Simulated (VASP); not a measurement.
# MgCdO (P4/nmm) in VASP: a series of runs

Runs on MgCdO. Level: PBE. Tasks: relaxation of cell and atoms, single point.

All numbers are computed with VASP 6.6.1; they aren't measurements. Logs are shortened: lines on timing, memory, paths and dates and some standing lists are left out, and cuts for length are marked.

### 1 The cell of the first run

It takes space group P4/nmm (No. 129, tetragonal). Conventional cell: a = 3.877 Å, b = 3.877 Å, c = 6.912 Å, α = 90.00°, β = 90.00°, γ = 90.00°. Mg (site symmetry -4m2) has 4 Cd at 2.46 Å and 4 Mg at 2.74 Å and 4 O at 3.04 Å within 3.3 Å. Within 3.3 Å of Cd (site symmetry 4mm) lie 4 Mg at 2.46 Å and 5 O at 2.86 to 3.05 Å. O (site symmetry 4mm) has 6 Cd at 2.86 to 3.86 Å and 4 Mg at 3.04 Å and 8 O at 3.53 to 3.88 Å within 3.9 Å.

The cell was built from a structure type or drawn by symmetry, and may not be a known phase.

### 2 Relaxation of cell and atoms, PBE

Contents of INCAR:

```
  PREC = Accurate
  ENCUT = 600
  EDIFF = 1E-6
  ISMEAR = 0
  SIGMA = 0.1
  LREAL = F
  LASPH = T
  NELM = 60
  ALGO = Normal
  ISIF = 3
  LWAVE = F
  LCHARG = F
  GGA = PE
  IBRION = 2
  NSW = 90
  EDIFFG = -0.04
```

Contents of KPOINTS:

```
Automatic mesh
0
Gamma
  4 4 4
```

Contents of POSCAR:

```
MgCdO
1.0
    3.8771510000      0.0000000000      0.0000000000
    0.0000000000      3.8771510000      0.0000000000
    0.0000000000      0.0000000000      6.9124506900
Mg Cd O
2 2 2
Direct
    0.0000000000      0.0000000000      0.0000000000
    0.5000000000      0.5000000000      0.0000000000
    0.5000000000      0.0000000000      0.2200000000
    0.0000000000      0.5000000000      0.7800000000
    0.5000000000      0.0000000000      0.6610000100
    0.0000000000      0.5000000000      0.3389999900
```

Potentials or basis: VASP PAW PBE potentials, release 64 (Mg, Cd, O).

Run with:

```console
$ cat potpaw_PBE.64/Mg/POTCAR potpaw_PBE.64/Cd/POTCAR potpaw_PBE.64/O/POTCAR > POTCAR
$ mpirun -np 1 vasp_std > vasp.out
```

OUTCAR:

```text
PREC = Accurate
   ENCUT = 600
   EDIFF = 1E-6
   ISMEAR = 0
   LREAL = F
   LASPH = T
   NELM = 60
   ISIF = 3
   GGA = PE
   IBRION = 2
   NSW = 90
   EDIFFG = -0.04

 ion  position               nearest neighbor table
   1  0.000  0.000  0.000-   3 2.46   4 2.46   4 2.46   3 2.46   2 2.74   2 2.74   2 2.74   2 2.74

   2  0.500  0.500  0.000-   3 2.46   4 2.46   3 2.46   4 2.46   1 2.74   1 2.74   1 2.74   1 2.74

   3  0.500  0.000  0.220-   1 2.46   2 2.46   2 2.46   1 2.46   6 2.86   6 2.86   6 2.86   6 2.86

   4  0.000  0.500  0.780-   1 2.46   2 2.46   1 2.46   2 2.46   5 2.86   5 2.86   5 2.86   5 2.86

   5  0.500  0.000  0.661-   4 2.86   4 2.86   4 2.86   4 2.86
   6  0.000  0.500  0.339-   3 2.86   3 2.86   3 2.86   3 2.86

  LATTYP: Found a simple tetragonal cell.
 ALAT       =     3.8771510000
 C/A-ratio  =     1.7828685780

  Lattice vectors:

 A1 = (   3.8771510000,   0.0000000000,   0.0000000000)
 A2 = (   0.0000000000,   3.8771510000,   0.0000000000)
 A3 = (   0.0000000000,   0.0000000000,   6.9124506900)

Analysis of symmetry for initial positions (statically):
=====================================================================
 Subroutine PRICEL returns:
 Original cell was already a primitive cell.

 Routine SETGRP: Setting up the symmetry group for a
 simple tetragonal supercell.

 Subroutine GETGRP returns: Found 16 space group operations
 (whereof  8 operations were pure point group operations)
 out of a pool of 16 trial point group operations.

The static configuration has the point symmetry D_2d.
 The point group associated with its full space group is D_4h.

Analysis of symmetry for dynamics (positions and initial velocities):
=====================================================================
 Subroutine PRICEL returns:
 Original cell was already a primitive cell.

 Routine SETGRP: Setting up the symmetry group for a
 simple tetragonal supercell.

 Subroutine GETGRP returns: Found 16 space group operations
 (whereof  8 operations were pure point group operations)
 out of a pool of 16 trial point group operations.

The dynamic configuration has the point symmetry D_2d.
 The point group associated with its full space group is D_4h.

 Subroutine INISYM returns: Found 16 space group operations
 (whereof  8 operations are pure point group operations),
 and found     1 'primitive' translations

----------------------------------------------------------------------------------------

                                     Primitive cell

  volume of cell :     103.9100

  direct lattice vectors                    reciprocal lattice vectors
     3.877151000  0.000000000  0.000000000     0.257921345  0.000000000  0.000000000
     0.000000000  3.877151000  0.000000000     0.000000000  0.257921345  0.000000000
     0.000000000  0.000000000  6.912450690     0.000000000  0.000000000  0.144666493

  length of vectors
     3.877151000  3.877151000  6.912450690     0.257921345  0.257921345  0.144666493

  position of ions in fractional coordinates (direct lattice)
     0.000000000  0.000000000  0.000000000
     0.500000000  0.500000000  0.000000000
     0.500000000  0.000000000  0.220000000
     0.000000000  0.500000000  0.780000000
     0.500000000  0.000000000  0.661000010
     0.000000000  0.500000000  0.338999990

  ion indices of the primitive-cell ions
   primitive index   ion index
                 1           1
                 2           2
                 3           3
                 4           4
                 5           5
                 6           6

----------------------------------------------------------------------------------------

 KPOINTS: Automatic mesh

Automatic generation of k-mesh.
 Grid dimensions read from file:
 generate k-points for:    4    4    4

 Generating k-lattice:

  Cartesian coordinates                     Fractional coordinates (reciprocal lattice)
     0.064480336  0.000000000  0.000000000     0.250000000  0.000000000  0.000000000
     0.000000000  0.064480336  0.000000000     0.000000000  0.250000000  0.000000000
     0.000000000  0.000000000  0.036166623     0.000000000  0.000000000  0.250000000

  Length of vectors
     0.064480336  0.064480336  0.036166623

  Shift w.r.t. Gamma in fractional coordinates (k-lattice)
     0.000000000  0.000000000  0.000000000

 Subroutine IBZKPT returns following result:
 ===========================================

 Found     18 irreducible k-points:

 Following reciprocal coordinates:
            Coordinates               Weight
  0.000000  0.000000  0.000000      1.000000
  0.250000  0.000000  0.000000      4.000000
  0.500000  0.000000  0.000000      2.000000
  0.250000  0.250000  0.000000      4.000000
  0.500000  0.250000  0.000000      4.000000
  0.500000  0.500000  0.000000      1.000000
[... 10 lines left out ...]
  0.500000  0.250000  0.500000      4.000000
  0.500000  0.500000  0.500000      1.000000
[... 26 lines left out ...]
   POTIM  = 0.5000    time-step for ionic-motion
   TEBEG  =    0.0;   TEEND  =   0.0 temperature during run
   PSTRESS=    0.0 pullay stress
   NELECT =      40.0000    total number of electrons
   NUPDOWN=      -1.0000    fix difference up-down
   EMIN   =  10.00;   EMAX   =-10.00  energy-range for DOS
   EFERMI =   0.00;   METHOD = LEGACY
   ISMEAR =     0;   SIGMA  =   0.10  broadening in eV -4-tet -1-fermi 0-gaus
   EFERMI_NEDOS =   21; number of points for ismear=-14 and -15
   IALGO  =     38    algorithm
   IMIX   =      4    mixing-type and parameters
     AMIX     =   0.40;   BMIX     =  1.00
     AMIX_MAG =   1.60;   BMIX_MAG =  1.00
  volume/ion in A,a.u.               =      17.32       116.87
  Fermi-wavevector in a.u.,A,eV,Ry     =   1.190901  2.250477 19.296398  1.418245
  Thomas-Fermi vector in A             =   2.326975
   LORBIT       =      0    0 simple, 1 ext, 2 COOP (PROOUT), +10 PAW based schemes
   GGA     = PE    functional components
   LHFCALC =     F    Hartree Fock is set to
   AEXX    =    0.0000 exact exchange contribution
   IVDW    =     0    specifies the selected vdW correction
   LEPSILON=     F    determine dielectric tensor
   LRPA    =     F    only Hartree local field effects (RPA)
 conjugate gradient relaxation of ions
 non-spin polarized calculation
 Gauss-broadening in eV      SIGMA  =   0.10
  energy-cutoff  :      600.00
  volume of cell :      103.91
 maximum number of plane-waves:      3508
 NGX is ok and might be reduce to    32
   NGX = 15   NGY = 15   NGZ = 27

--------------------------------------- Ionic step        1  -------------------------------------------

 number of electron      39.9999979 magnetization

 Free energy of the ion-electron system (eV)
  ---------------------------------------------------
  ext. energy  EPLUGINS =         0.00000000
  ---------------------------------------------------
  free energy    TOTEN  =       -11.41937813 eV

  energy without entropy =      -11.41929874  energy(sigma->0) =      -11.41933843

------------------------ aborting loop because EDIFF is reached ----------------------------------------

  FORCE on cell =-STRESS in cart. coord.  units (eV):
  Direction    XX          YY          ZZ          XY          YZ          ZX
  --------------------------------------------------------------------------------------
  -------------------------------------------------------------------------------------
  Total        6.4183951      6.4183951      2.4547961      0.0000000     -0.0000000      0.0000000
  in kB       98.9645264     98.9645264     37.8502299      0.0000000     -0.0000000      0.0000000
  external PRESSURE =      78.5930942 kB  Pullay stress =       0.0000000 kB
[... 101 lines left out ...]
  FREE ENERGIE OF THE ION-ELECTRON SYSTEM (eV)
  ---------------------------------------------------
  free  energy   TOTEN  =       -14.8038820858 eV

  energy  without entropy=      -14.8037442658  energy(sigma->0) =      -14.80381318

 E-fermi :   3.0737     XC(G=0): -10.0170

 val. band max:        3.0526599620   @ k =   0.2500   0.2500   0.0000
 cond. band min:       3.1132745387   @ k =   0.2500   0.2500   0.2500
 fundamental gap:      0.0606145767
 Fermi energy:         3.0736895949

 k-point     1 :       0.0000    0.0000    0.0000
  band No.  band energies     occupation
      1     -15.9171      2.00000
      2     -14.9331      2.00000
      3      -6.6798      2.00000
      4      -6.4652      2.00000
      5      -6.2590      2.00000
      6      -5.9203      2.00000
[... 475 lines left out ...]
     23       6.3042      0.00000
     24       6.3042      0.00000

[... ionic steps 4 to 38 ...]

--------------------------------------- Ionic step       39  -------------------------------------------

 number of electron      40.0000003 magnetization

------------------------ aborting loop because EDIFF is reached ----------------------------------------

  FORCE on cell =-STRESS in cart. coord.  units (eV):
  Direction    XX          YY          ZZ          XY          YZ          ZX
  --------------------------------------------------------------------------------------
  -------------------------------------------------------------------------------------
  Total        0.0184200      0.0184200     -0.5263551      0.0000000      0.0000000      0.0000000
  in kB        0.2854023      0.2854023     -8.1554236      0.0000000      0.0000000      0.0000000
  external PRESSURE =      -2.5282063 kB  Pullay stress =       0.0000000 kB
[... 65 lines left out ...]
  energy  without entropy=      -23.2753907035  energy(sigma->0) =      -23.28028965

--------------------------------------- Ionic step       41  -------------------------------------------

 number of electron      40.0000005 magnetization

 Free energy of the ion-electron system (eV)
  ---------------------------------------------------
  ext. energy  EPLUGINS =         0.00000000
  ---------------------------------------------------
  free energy    TOTEN  =       -23.28743635 eV

  energy without entropy =      -23.27726542  energy(sigma->0) =      -23.28235089

 E-fermi :   3.0716     XC(G=0):  -9.8323

 val. band max:        3.0706679050   @ k =   0.2500   0.2500   0.5000
 cond. band min:       3.1797555846   @ k =   0.2500   0.2500   0.2500
 fundamental gap:      0.1090876796
 Fermi energy:         3.0715978143

 k-point     1 :       0.0000    0.0000    0.0000
  band No.  band energies     occupation
      1     -16.2029      2.00000
      2     -15.2646      2.00000
      3      -6.6956      2.00000
      4      -6.5261      2.00000
      5      -6.2601      2.00000
      6      -5.9396      2.00000
[... 508 lines left out ...]
  FREE ENERGIE OF THE ION-ELECTRON SYSTEM (eV)
  ---------------------------------------------------
  free  energy   TOTEN  =       -23.2874363549 eV

  energy  without entropy=      -23.2772654160  energy(sigma->0) =      -23.28235089

 reached required accuracy - stopping structural energy minimisation
```

Wall time 13 min (1 thread of Intel Xeon 6975P-C (Granite Rapids), shared host); peak memory 0.27 GiB.

Results:

```
Free energy                           : -23.2874 eV
Relaxed volume                        : 16.84 Å³/atom
Relaxed cell                          : a = 4.028 Å, b = 4.028 Å, c = 6.226 Å, α = 90.00°, β = 90.00°, γ = 90.00°
Space group after relaxing (to 0.1 Å) : P4/nmm (No. 129)
Pressure after relaxing               : 0.2 GPa
Largest force after relaxing          : 0.032 eV/Å
Band gap on the k mesh                : zero (bands 20 and 21 overlap by 2.12 eV)
```

Forces in eV/Å, atoms in the order of the input:
```
Mg   0.000  0.000  0.000
Mg   0.000  0.000  0.000
Cd   0.000  0.000  0.032
Cd   0.000  0.000 -0.032
O    0.000  0.000  0.012
O    0.000  0.000 -0.012
```

Final structure:
```yaml
crystal:
  lattice:
    - [4.02818, 0.00000, 0.00000]
    - [0.00000, 4.02818, 0.00000]
    - [0.00000, 0.00000, 6.22598]
  atoms:
    - { symbol: Mg, position: [0.00000, 0.00000, 0.00000] }
    - { symbol: Mg, position: [0.50000, 0.50000, 0.00000] }
    - { symbol: Cd, position: [0.50000, 0.00000, 0.45977] }
    - { symbol: Cd, position: [0.00000, 0.50000, 0.54023] }
    - { symbol: O, position: [0.50000, 0.00000, 0.04865] }
    - { symbol: O, position: [0.00000, 0.50000, 0.95135] }
```

Caveat: the k points lie up to 0.39 Å⁻¹ apart in the final cell, too coarse for converged energies and pressures of a metal.

### 3 Single point, PBE

This run uses another cell than the first one, of 16.93 Å³/atom.

Contents of INCAR:

```
SYSTEM = MgCdO
PREC = Accurate ; ENCUT = 520
EDIFF = 1E-6 ; ISMEAR = 0
SIGMA = 0.1 ; LREAL = .False.
LASPH = .True. ; NELM = 60
ALGO = Normal ; ISIF = 2
LWAVE = .False. ; LCHARG = .True.
GGA = PE ; LELF = .True.
LVHAR = .True. ; NBANDS = 29
```

Contents of KPOINTS:

```
regular mesh
0
Gamma
  10 10 6
  0 0 0
```

Contents of POSCAR:

```
MgCdO
1.0
    4.0147389955      0.0000000000      0.0000000000
    0.0000000000      4.0147389955      0.0000000000
    0.0000000000      0.0000000000      6.3008249257
Mg Cd O
2 2 2
Direct
    0.0000000000      0.0000000000      0.0000000000
    0.5000000000      0.5000000000      0.0000000000
    0.5000000000      0.0000000000      0.5399638569
    0.0000000000      0.5000000000      0.4600361431
    0.5000000000      0.0000000000      0.9467796684
    0.0000000000      0.5000000000      0.0532203316
```

Potentials or basis: VASP PAW PBE potentials, release 64 (Mg, Cd, O).

Run with:

```console
$ cat potpaw_PBE.64/Mg/POTCAR potpaw_PBE.64/Cd/POTCAR potpaw_PBE.64/O/POTCAR > POTCAR
$ mpirun -np 1 vasp_std > vasp.out
```

Wall time 1.9 min (1 thread of Intel Xeon 6975P-C (Granite Rapids), shared host); peak memory 0.35 GiB.

The run converged. Its results:

- Free energy: -23.4626 eV
- Pressure: -0.1 GPa
- Largest force: 0.021 eV/Å
- Band gap on the k mesh: zero (bands 20 and 21 overlap by 2.04 eV)

Forces on the atoms (eV/Å):
```
Mg   0.000  0.000  0.000
Mg   0.000  0.000  0.000
Cd   0.000  0.000 -0.001
Cd   0.000  0.000  0.001
O    0.000  0.000  0.021
O    0.000  0.000 -0.021
```

Stress tensor (GPa, compression positive):
```
-0.12  0.00  0.00
 0.00 -0.12  0.00
 0.00  0.00  0.03
```

Levels at points of the mesh, in eV from the Fermi level:
```csv
k point,band 18,band 19,band 20,band 21,band 22,band 23
"(0.00, 0.00, 0.00)",-3.59,-3.58,1.01,2.30,2.66,2.66
"(0.50, 0.00, 0.00)",-4.76,-3.33,-3.33,2.42,2.42,5.06
"(0.50, 0.50, 0.00)",-3.63,-1.28,-1.28,-1.00,-1.00,3.45
"(0.00, 0.00, 0.50)",-3.61,-3.37,-1.49,2.42,2.42,4.92
"(0.50, 0.00, 0.50)",-4.75,-2.63,-2.63,1.54,1.54,5.43
"(0.50, 0.50, 0.50)",-3.75,-1.45,-1.45,-0.27,-0.27,2.93
```

### 4 Relaxation of cell and atoms, PBE

This run uses another cell than the first one, of 17.01 Å³/atom.

Contents of INCAR:

```
SYSTEM = MgCdO
PREC = Accurate
ENCUT = 600
EDIFF = 1E-6
ISMEAR = 0
SIGMA = 0.1
LREAL = .FALSE.
LASPH = .TRUE.
NELM = 60
ALGO = Normal
ISIF = 3
LWAVE = .FALSE.
LCHARG = .FALSE.
GGA = PE
IBRION = 2
NSW = 100
EDIFFG = -0.01
```

Contents of KPOINTS:

```
regular mesh
0
G
  10 10 6
  0 0 0
```

Contents of POSCAR:

```
MgCdO
1.0
    4.0217900626      0.0000000000      0.0000000000
    0.0000000000      4.0217900626      0.0000000000
    0.0000000000      0.0000000000      6.3091602399
Mg Cd O
2 2 2
Direct
    0.0000000000      0.0000000000      0.0000000000
    0.5000000000      0.5000000000      0.0000000000
    0.5000000000      0.0000000000      0.5385321852
    0.0000000000      0.5000000000      0.4614678148
    0.5000000000      0.0000000000      0.9474317402
    0.0000000000      0.5000000000      0.0525682598
```

Run with:

```console
$ cat potpaw_PBE.64/Mg/POTCAR potpaw_PBE.64/Cd/POTCAR potpaw_PBE.64/O/POTCAR > POTCAR
$ mpirun -np 1 vasp_std > vasp.out
```

It took 4.9 min on 1 thread of Intel Xeon 6975P-C (Granite Rapids), shared host; peak memory 0.4 GiB.

The run converged. Its results:

```yaml
Free_energy: -23.4684 eV
Relaxed_volume: 16.87 Å³/atom
Relaxed_cell: a = 4.013 Å, b = 4.013 Å, c = 6.286 Å, α = 90.00°, β = 90.00°, γ = 90.00°
Space_group_after_relaxing_to_0.1_Å: P4/nmm (No. 129)
Energy_gained_by_relaxing: 0.2 meV/atom
Ionic_steps: 5
Pressure_after_relaxing: 0.0 GPa
Largest_force_after_relaxing: 0.006 eV/Å
Band_gap_on_the_k_mesh: zero (bands 20 and 21 overlap by 2.05 eV)
```

Forces on the atoms (eV/Å):
```
Mg   0.000  0.000  0.000
Mg   0.000  0.000  0.000
Cd   0.000  0.000  0.005
Cd   0.000  0.000 -0.005
O    0.000  0.000  0.006
O    0.000  0.000 -0.006
```

The path:
| step | energy change (eV) | largest force (eV/Å) | pressure (GPa) | volume (Å³) |
| --- | --- | --- | --- | --- |
| 1 | 0.0000 | 0.0217 | -0.54 | 102.05 |
| 2 | -0.0011 | 0.0226 | 0.15 | 101.21 |
| 3 | -0.0012 | 0.0225 | -0.01 | 101.41 |
| 4 | -0.0013 | 0.0183 | -0.01 | 101.36 |
| 5 | -0.0014 | 0.0061 | -0.02 | 101.20 |

Final structure:
```cif
data_structure
_symmetry_space_group_name_H-M 'P 1'
_symmetry_Int_Tables_number 1
_cell_length_a 4.0126
_cell_length_b 4.0126
_cell_length_c 6.2855
_cell_angle_alpha 90.000
_cell_angle_beta 90.000
_cell_angle_gamma 90.000
_cell_volume 101.20
loop_
_atom_site_label
_atom_site_type_symbol
_atom_site_fract_x
_atom_site_fract_y
_atom_site_fract_z
_atom_site_occupancy
Mg1 Mg 0.00000 0.00000 0.00000 1
Mg2 Mg 0.50000 0.50000 0.00000 1
Cd1 Cd 0.50000 0.00000 0.53934 1
Cd2 Cd 0.00000 0.50000 0.46066 1
O1 O 0.50000 0.00000 0.94744 1
O2 O 0.00000 0.50000 0.05256 1
```

Levels at points of the mesh, in eV from the Fermi level:
| k point | band 17 | band 18 | band 19 | band 20 | band 21 | band 22 | band 23 | band 24 |
| --- | --- | --- | --- | --- | --- | --- | --- | --- |
| (0.00, 0.00, 0.00) | -3.58 | -3.58 | -3.57 | 1.02 | 2.35 | 2.65 | 2.65 | 4.51 |
| (0.50, 0.00, 0.00) | -4.76 | -4.76 | -3.33 | -3.33 | 2.44 | 2.44 | 5.09 | 5.09 |
| (0.50, 0.50, 0.00) | -3.62 | -3.62 | -1.28 | -1.28 | -1.00 | -1.00 | 3.45 | 3.45 |
| (0.00, 0.00, 0.50) | -3.60 | -3.60 | -3.37 | -1.49 | 2.41 | 2.41 | 4.93 | 5.08 |
| (0.50, 0.00, 0.50) | -4.74 | -4.74 | -2.62 | -2.62 | 1.55 | 1.55 | 5.46 | 5.46 |
| (0.50, 0.50, 0.50) | -3.74 | -3.74 | -1.47 | -1.47 | -0.26 | -0.26 | 2.94 | 2.94 |

### 5 The runs side by side

```csv
task,cell,k mesh,cutoff (eV),gap on the mesh (eV),pressure (GPa),relaxed volume (Å³/atom),largest force (eV/Å)
relaxation of cell and atoms,"relaxed from a = 3.877, b = 3.877, c = 6.912 Å, 6 atoms, atomic positions A",4 × 4 × 4,600,none,0.2,16.84,0.03
single point,"a = 4.015, b = 4.015, c = 6.301 Å, 6 atoms, atomic positions B",10 × 10 × 6,520,none,-0.1,-,0.02
relaxation of cell and atoms,"relaxed from a = 4.022, b = 4.022, c = 6.309 Å, 6 atoms, atomic positions C",10 × 10 × 6,600,none,0.0,16.87,0.01
```

Alike in all rows: level PBE; potentials or basis VASP PAW PBE potentials, release 64 (Mg, Cd, O); no spin polarisation; smearing gaussian 0.1 eV.

Caveats: some runs use coarse meshes.

Absolute energies hang on the potentials; compare differences alone.
